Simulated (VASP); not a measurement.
Mg3I2, 10 atoms in the cell. The structure is trigonal, space group R-3c (No. 167). Conventional cell: a = 7.141 Å, b = 7.141 Å, c = 19.497 Å, α = 90.00°, β = 90.00°, γ = 120.00°. Within 4.1 Å of Mg (site symmetry 2) lie 4 I at 2.78 to 2.96 Å and 8 Mg at 3.79 to 4.09 Å. I (site symmetry 3) has 6 Mg at 2.78 to 2.96 Å within 3.7 Å. 

| Quantity | Value |
| --- | --- |
| Program | VASP 6.6.1 |
| Task | relaxation of cell and atoms |
| Functional | PBE |
| Potentials or basis | VASP PAW PBE potentials, release 64 (Mg, I) |
| Cutoff | 600 eV |
| k mesh | 3 × 3 × 3 |
| Occupations | gaussian, width 0.1 eV |
| Spin | no spin polarisation |
| Dipole correction | no |
| Further INCAR settings | ALGO = Normal; EDIFF = 1e-06; IBRION = 2; EDIFFG = -0.04; NSW = 90; ISIF = 3 |

Potentials or basis: VASP PAW PBE potentials, release 64 (Mg, I).

Run with:

```bash
$ cat potpaw_PBE.64/Mg/POTCAR potpaw_PBE.64/I/POTCAR > POTCAR
$ mpirun -np 1 vasp_std > vasp.out
```

Hardware: 1 thread of Intel(R) Xeon(R) Platinum 8488C (Sapphire Rapids) (shared host).

Estimate the wall time of this run.

Run time: 22 min on 1 thread of Intel(R) Xeon(R) Platinum 8488C (Sapphire Rapids), with other jobs on the host, peak memory 0.63 GiB. Counts: scf iterations 226, k points 6, ion steps 26.
